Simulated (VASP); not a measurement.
# Sb (P6/mmm) in VASP: notebook, part 2 of 2

VASP 6.6.1.

## 3. Single point, PBEsol

This run uses another cell than the first one, of 34.75 Å³/atom.

Contents of INCAR:

```
SYSTEM = Sb
ALGO = Normal ; EDIFF = 1E-6
ENCUT = 520 ; GGA = PS
ISIF = 2 ; ISMEAR = 0
LASPH = .True. ; LCHARG = .True.
LELF = .True. ; LREAL = .False.
LVHAR = .True. ; LWAVE = .False.
NBANDS = 14 ; NELM = 80
PREC = Accurate ; SIGMA = 0.1
```

Contents of KPOINTS:

```
k-points
0
Gamma
  6 6 6
  0 0 0
```

Contents of POSCAR:

```
Sb
1.0
    5.8120871113      0.0000000000      0.0000000000
   -2.9060435557      5.0334150874      0.0000000000
    0.0000000000      0.0000000000      3.5630620987
Sb
3
Direct
    0.0000000000      0.0000000000      0.0000000000
    0.3333333333      0.6666666667      0.5000000000
    0.6666666667      0.3333333333      0.5000000000
```

Potentials or basis: VASP PAW PBE potentials, release 64 (Sb).

The run is started by

```bash
$ cat potpaw_PBE.64/Sb/POTCAR > POTCAR
$ mpirun -np 1 vasp_std > vasp.out
```

OUTCAR:

```text
SYSTEM = Sb
   EDIFF = 1E-6
   ENCUT = 520
   GGA = PS
   ISIF = 2
   ISMEAR = 0
   LASPH = .True.
   LREAL = .False.
   NELM = 80
   PREC = Accurate

 ion  position               nearest neighbor table
   1  0.000  0.000  0.000-
   2  0.333  0.667  0.500-   3 3.36   3 3.36   3 3.36
   3  0.667  0.333  0.500-   2 3.36   2 3.36   2 3.36

  LATTYP: Found a hexagonal cell.
 ALAT       =     5.8120871113
 C/A-ratio  =     0.6130434783

  Lattice vectors:

 A1 = (   5.8120871113,   0.0000000000,   0.0000000000)
 A2 = (  -2.9060435557,   5.0334150874,   0.0000000000)
 A3 = (   0.0000000000,   0.0000000000,   3.5630620987)

Analysis of symmetry for initial positions (statically):
=====================================================================
 Subroutine PRICEL returns:
 Original cell was already a primitive cell.

 Routine SETGRP: Setting up the symmetry group for a
 hexagonal supercell.

 Subroutine GETGRP returns: Found 24 space group operations
 (whereof 24 operations were pure point group operations)
 out of a pool of 24 trial point group operations.

The static configuration has the point symmetry D_6h.

Analysis of symmetry for dynamics (positions and initial velocities):
=====================================================================
 Subroutine PRICEL returns:
 Original cell was already a primitive cell.

 Routine SETGRP: Setting up the symmetry group for a
 hexagonal supercell.

 Subroutine GETGRP returns: Found 24 space group operations
 (whereof 24 operations were pure point group operations)
 out of a pool of 24 trial point group operations.

The dynamic configuration has the point symmetry D_6h.

 Subroutine INISYM returns: Found 24 space group operations
 (whereof 24 operations are pure point group operations),
 and found     1 'primitive' translations

[... 125 lines left out ...]
   LEPSILON=     F    determine dielectric tensor
   LRPA    =     F    only Hartree local field effects (RPA)
 non-spin polarized calculation
 Gauss-broadening in eV      SIGMA  =   0.10
  energy-cutoff  :      520.00
  volume of cell :      104.24
 maximum number of plane-waves:      2832
 NGX is ok and might be reduce to    48
   NGX = 21   NGY = 21   NGZ = 13

 number of electron      14.9999999 magnetization

 Free energy of the ion-electron system (eV)
  ---------------------------------------------------
  ext. energy  EPLUGINS =         0.00000000
  ---------------------------------------------------
  free energy    TOTEN  =       -12.07278891 eV

  energy without entropy =      -12.05499198  energy(sigma->0) =      -12.06389045

 E-fermi :   5.2429     XC(G=0):  -9.2582

 val. band max:        5.2191064562   @ k =   0.3333   0.1667   0.1667
 cond. band min:       5.2586697273   @ k =   0.1667   0.1667   0.1667
 fundamental gap:      0.0395632711
 Fermi energy:         5.2428778274

 k-point     1 :       0.0000    0.0000    0.0000
  band No.  band energies     occupation
      1      -5.8462      2.00000
      2      -2.8050      2.00000
      3      -2.5037      2.00000
      4       2.4372      2.00000
      5       2.4372      2.00000
      6       2.7087      2.00000
      7       2.7087      2.00000
      8       6.2788      0.00000
      9       9.0850      0.00000
     10       9.1355      0.00000
     11       9.1750      0.00000
     12       9.1750      0.00000
     13      10.3570      0.00000
     14      14.3519      0.00000
[... 377 lines left out ...]
      1      -3.5944      2.00000
      2      -2.8067      2.00000
      3      -2.1121      2.00000
      4       1.7025      2.00000
      5       2.1271      2.00000
      6       3.1662      2.00000
      7       3.2482      2.00000
      8       4.7394      2.00000
      9       5.1261      1.90139
     10       6.3663      0.00000
     11       7.4206      0.00000
     12       7.6318      0.00000
     13      10.3721      0.00000
     14      11.2707      0.00000

 [... further k-points ...]

------------------------ aborting loop because EDIFF is reached ----------------------------------------

  FORCE on cell =-STRESS in cart. coord.  units (eV):
  Direction    XX          YY          ZZ          XY          YZ          ZX
  --------------------------------------------------------------------------------------
  -------------------------------------------------------------------------------------
  Total       -6.1387269     -6.1387269     -7.3475663      0.0000000     -0.0000000      0.0000000
  in kB      -94.3562438    -94.3562438   -112.9368947      0.0000000     -0.0000000      0.0000000
  external PRESSURE =    -100.5497941 kB  Pullay stress =       0.0000000 kB

 VOLUME and BASIS-vectors are now :
 -----------------------------------------------------------------------------
  energy-cutoff  :      520.00
  volume of cell :      104.24
      direct lattice vectors                 reciprocal lattice vectors
     5.812087111  0.000000000  0.000000000     0.172055233  0.099336135  0.000000000
    -2.906043556  5.033415087  0.000000000     0.000000000  0.198672270  0.000000000
     0.000000000  0.000000000  3.563062099     0.000000000  0.000000000  0.280657472

 POSITION                                       TOTAL-FORCE (eV/Angst)
 -----------------------------------------------------------------------------------
      0.00000      0.00000      0.00000        -0.000000      0.000000      0.000000
     -0.00000      3.35561      1.78153        -0.000000      0.000000     -0.000000
      2.90604      1.67781      1.78153         0.000000      0.000000      0.000000
 -----------------------------------------------------------------------------------
    total drift:                               -0.000000      0.000000     -0.000000

  FREE ENERGIE OF THE ION-ELECTRON SYSTEM (eV)
  ---------------------------------------------------
  free  energy   TOTEN  =       -12.0727889123 eV

  energy  without entropy=      -12.0549919790  energy(sigma->0) =      -12.06389045
```

It took 39 s on 1 thread of Intel Xeon 8259CL, shared host; peak memory 0.24 GiB.

What came out:

* Free energy: -12.0728 eV
* Pressure: -10.1 GPa
* Band gap on the k mesh: zero (an odd number of electrons rules out a gap without spin polarisation)

Caveat: the cell stands under tension; the PAW data sets were made with another functional, which shifts forces and pressure a little; spin-orbit coupling is left out, which moves the levels of the heavy elements.

## 4. Relaxation of cell and atoms, PBEsol

This run uses another cell than the first one, of 34.75 Å³/atom.

Contents of INCAR:

```
SYSTEM = Sb
ALGO = Normal
EDIFF = 1E-6
EDIFFG = -0.04
ENCUT = 600
GGA = PS
IBRION = 2
ISIF = 3
ISMEAR = 0
LASPH = .True.
LCHARG = .False.
LREAL = .False.
LWAVE = .False.
NELM = 100
NSW = 90
PREC = Accurate
SIGMA = 0.1
```

Contents of KPOINTS:

```
k-points
0
Gamma
  3 3 6
  0 0 0
```

POSCAR is that of step 3.

The run is started by

```bash
$ cat potpaw_PBE.64/Sb/POTCAR > POTCAR
$ mpirun -np 1 vasp_std > vasp.out
```

Run time: 87 s. Hardware: 1 thread of Intel Xeon 8259CL, shared host; peak memory 0.24 GiB.

The run converged. Its results:

```
Free energy                           : -13.0886 eV
Relaxed volume                        : 26.15 Å³/atom
Relaxed cell                          : a = 5.369 Å, b = 5.369 Å, c = 3.142 Å, α = 90.00°, β = 90.00°, γ = 120.00°
Space group after relaxing (to 0.1 Å) : P6/mmm (No. 191)
Energy gained by relaxing             : 388.8 meV/atom
Ionic steps                           : 6
Pressure after relaxing               : -0.2 GPa
Band gap on the k mesh                : zero (an odd number of electrons rules out a gap without spin polarisation)
```

Step by step:
| step | energy change (eV) | largest force (eV/Å) | pressure (GPa) | volume (Å³) |
| --- | --- | --- | --- | --- |
| 1 | 0.0000 | 0.0000 | -10.16 | 104.24 |
| 2 | -1.1214 | 0.0000 | 3.87 | 74.36 |
| 3 | -1.1637 | 0.0000 | 0.28 | 77.86 |
| 4 | -1.1633 | 0.0000 | -0.16 | 78.34 |
| 5 | -1.1655 | 0.0000 | -0.17 | 78.50 |
| 6 | -1.1665 | 0.0000 | -0.18 | 78.44 |

Final structure:
```
Sb
1.0
     5.36940    0.00000    0.00000
    -2.68470    4.65003    0.00000
     0.00000    0.00000    3.14181
Sb
3
Direct
  0.00000 0.00000 0.00000
  0.33333 0.66667 0.50000
  0.66667 0.33333 0.50000
```

Levels at points of the mesh, in eV from the Fermi level:
```
           k point  band 4  band 5  band 6  band 7  band 8  band 9  band 10  band 11
(0.00, 0.00, 0.00)   -3.99   -3.99   -3.76   -3.76    2.24    5.62     5.62     6.12
(0.00, 0.00, 0.50)   -3.38   -2.76   -2.06   -1.95   -1.95   -0.39    -0.39     0.66
```

Caveat: the k points lie up to 0.45 Å⁻¹ apart in the final cell, too coarse for converged energies and pressures of a metal; the volume moved by over 15 % at a fixed basis, so the end points are rough; the PAW data sets were made with another functional, which shifts forces and pressure a little; spin-orbit coupling is left out, which moves the levels of the heavy elements.

## 5. Single point, PBEsol

This run uses another cell than the first one, of 26.21 Å³/atom.

Contents of INCAR:

```
PREC = Accurate
ENCUT = 520
EDIFF = 1E-6
ISMEAR = 0
SIGMA = 0.1
LREAL = False
LASPH = True
NELM = 100
ALGO = Normal
ISIF = 2
LWAVE = False
LCHARG = False
GGA = PS
NBANDS = 14
```

Contents of KPOINTS:

```
Automatic mesh
0
Gamma
  12 12 14
```

Contents of POSCAR:

```
Sb
1.0
    5.3477850100      0.0000000000      0.0000000000
   -2.6738925050      4.6313176727      0.0000000000
    0.0000000000      0.0000000000      3.1751973403
Sb
3
Direct
    0.0000000000      0.0000000000      0.0000000000
    0.3333333333      0.6666666667      0.5000000000
    0.6666666667      0.3333333333      0.5000000000
```

The run is started by

```bash
$ cat potpaw_PBE.64/Sb/POTCAR > POTCAR
$ mpirun -np 1 vasp_std > vasp.out
```

Run time: 98 s. Hardware: 1 thread of Intel Xeon 8259CL, shared host; peak memory 0.28 GiB.

Results (log left out):

- Free energy: -13.1049 eV
- Pressure: 0.0 GPa
- Band gap on the k mesh: zero (an odd number of electrons rules out a gap without spin polarisation)

Levels at points of the mesh, in eV from the Fermi level:
```csv
k point,band 6,band 7,band 8,band 9,band 10,band 11
"(0.00, 0.00, 0.00)",-3.86,-3.86,1.77,5.56,5.56,5.68
"(0.50, 0.00, 0.00)",-0.79,0.98,1.31,2.15,3.48,3.51
"(0.00, 0.00, 0.50)",-2.18,-2.18,-2.18,-0.58,-0.58,0.46
"(0.50, 0.00, 0.50)",-3.35,-3.03,-1.11,1.42,2.25,2.86
```

Caveat: the PAW data sets were made with another functional, which shifts forces and pressure a little; spin-orbit coupling is left out, which moves the levels of the heavy elements.

## 6. The runs side by side

| task | cell | k mesh | cutoff (eV) | gap on the mesh (eV) | pressure (GPa) |
| --- | --- | --- | --- | --- | --- |
| single point | a = 5.362, b = 5.362, c = 3.142 Å, angles 90.0, 90.0, 120.0°, 3 atoms | 3 × 3 × 6 | 520 | none | 0.0 |
| single point | a = 5.812, b = 5.812, c = 3.563 Å, angles 90.0, 90.0, 120.0°, 3 atoms | 6 × 6 × 6 | 520 | none | -10.1 |
| relaxation of cell and atoms | relaxed from a = 5.812, b = 5.812, c = 3.563 Å, angles 90.0, 90.0, 120.0°, 3 atoms | 3 × 3 × 6 | 600 | none | -0.2 |
| single point | a = 5.348, b = 5.348, c = 3.175 Å, angles 90.0, 90.0, 120.0°, 3 atoms | 12 × 12 × 14 | 520 | none | 0.0 |

Alike in all rows: level PBEsol; potentials or basis VASP PAW PBE potentials, release 64 (Sb); no spin polarisation; smearing gaussian 0.1 eV.

Caveats: some runs use coarse meshes; the PAW data sets were made with another functional, which shifts forces and pressure a little; spin-orbit coupling is left out, which moves the levels of the heavy elements; the cell stands under tension (at least some runs); the volume moved by over 15 % at a fixed basis, so the end points are rough (at least some runs).

Absolute energies hang on the potentials; compare differences alone.
